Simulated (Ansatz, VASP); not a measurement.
One calculation of Ge, two programs

Contents of INCAR:

```
SYSTEM = Ge
  PREC = Accurate
  ENCUT = 600
  EDIFF = 1E-6
  ISMEAR = 0
  SIGMA = 0.1
  LREAL = .FALSE.
  LASPH = .TRUE.
  NELM = 60
  ALGO = Normal
  ISIF = 3
  LWAVE = .FALSE.
  LCHARG = .FALSE.
  GGA = PE
  IBRION = 2
  NSW = 90
  EDIFFG = -0.04
```

KPOINTS

```
Automatic mesh
0
G
  4 4 6
  0 0 0
```

POSCAR

```
Ge
1.0
    4.4121106181      0.0000000000      0.0000000000
    0.0000000000      7.3144971354      0.0000000000
    0.0000000000      0.0000000000      3.2898049481
Ge
4
Direct
    0.0205000000      0.2500000000      0.6348000000
    0.9795000000      0.7500000000      0.3652000000
    0.4795000000      0.7500000000      0.1348000000
    0.5205000000      0.2500000000      0.8652000000
```

Input for Ansatz:

```yaml
crystal:
  lattice:
    - [4.4121106181, 0.0, 0.0]
    - [0.0, 7.3144971354, 0.0]
    - [0.0, 0.0, 3.2898049481]
  atoms:
    - { symbol: Ge, position: [0.0205, 0.25, 0.6348] }
    - { symbol: Ge, position: [0.9795, 0.75, 0.3652] }
    - { symbol: Ge, position: [0.4795, 0.75, 0.1348] }
    - { symbol: Ge, position: [0.5205, 0.25, 0.8652] }
basis:
  ecutwfc: 420
kpoints:
  mp_grid: { grid: [4, 4, 6] }
hamiltonian:
  xc: pbe
scf:
  occupations: { method: gaussian, width: 0.1 }
  lower_state_search: "off"
output:
  forces: true
  stress: true
  eigenvalues: true
relax:
  adjacent_minimum: "off"
  f_tol: 0.04
  max_steps: 70
  cell: { stress_tol: 0.4 }
```

Alike in both runs: task relaxation of cell and atoms; functional PBE; k mesh 4 × 4 × 6; occupations gaussian, width 0.1 eV; no spin polarisation.

|  | VASP | Ansatz |
| --- | --- | --- |
| version | VASP 6.6.1 | Ansatz 0.2.0 |
| potentials or method | VASP PAW PBE potentials, release 64 (Ge_d), cutoff 600 eV | scalar-relativistic, plane waves, PAW |
| valence electrons in the cell | 56 | 56 |

Ansatz gave:

```
gap on the k mesh at the Fermi level, each at its own relaxed structure (eV) : none
relaxed volume (Å³/atom)                                                     : 19.54
relaxed length of the cell vector where the two differ most in proportion (Å)              : 4.661
```

Q: Estimate VASP's values.

A: gap on the k mesh at the Fermi level, each at its own relaxed structure (eV): none; relaxed volume (Å³/atom): 19.30; relaxed length of the cell vector where the two differ most in proportion (Å): 5.447.

A gap of «none» marks a metal or a gap that the smearing closes. One of these differences is far larger than is usual between the two programs; its cause wasn't traced.

Noted on VASP's run: the volume moved by over 15 % at a fixed basis, so the end points are rough.
